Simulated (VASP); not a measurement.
Runs of VASP 6.6.1 on Ta2N. The structure is that of space group P-3m1 (No. 164), or close to it. The cells are those of the table. 

```csv
cell,gap on the mesh (eV),pressure (GPa),largest force (eV/Å)
"a = 3.062, b = 3.062, c = 4.661 Å, angles 90.0, 90.0, 120.0°, 3 atoms",none,10.3,0.04
"a = 3.145, b = 3.145, c = 4.538 Å, angles 90.0, 90.0, 120.0°, 3 atoms",none,1.7,0.55
"a = 2.927, b = 2.927, c = 4.958 Å, angles 90.0, 90.0, 120.0°, 3 atoms",none,21.5,1.20
"a = 3.116, b = 3.116, c = 4.744 Å, angles 90.0, 90.0, 120.0°, 3 atoms",none,-6.9,0.33
"a = 3.033, b = 3.033, c = 5.138 Å, angles 90.0, 90.0, 120.0°, 3 atoms",none,(b),0.21
"a = 3.089, b = 3.089, c = 4.578 Å, angles 90.0, 90.0, 120.0°, 3 atoms",none,(a),0.17
"a = 2.981, b = 2.981, c = 4.916 Å, angles 90.0, 90.0, 120.0°, 3 atoms",none,10.4,0.70
"a = 2.981, b = 2.981, c = 5.050 Å, angles 90.0, 90.0, 120.0°, 3 atoms",none,1.6,0.65
```

Alike in all rows: task single point; level LDA; potentials or basis VASP PAW LDA potentials, release 64 (Ta_sv_GW, N); no spin polarisation; k mesh 18 × 18 × 10; cutoff (eV) 700; smearing gaussian 0.15 eV.

Task: Estimate the missing entries.

Result: (a) 10.5; (b) -13.4.

Caveats: spin-orbit coupling is left out, which moves the levels of the heavy elements; the stress differs along the axes, from 8 to 15 GPa (at least some runs); the stress differs along the axes, from -5 to 15 GPa (at least some runs); the stress differs along the axes, from 8 to 28 GPa (at least some runs); forces of over 1 eV/Å act on the atoms, so gaps and moduli don't describe the material at rest (at least some runs); the stress differs along the axes, from -9 to -3 GPa (at least some runs); the stress differs along the axes, from -23 to -8 GPa (at least some runs).

A k mesh can miss the band edges, and the runs leave out spin-orbit coupling on Ta.

A gap of «none» marks levels without a gap at the run's occupations.
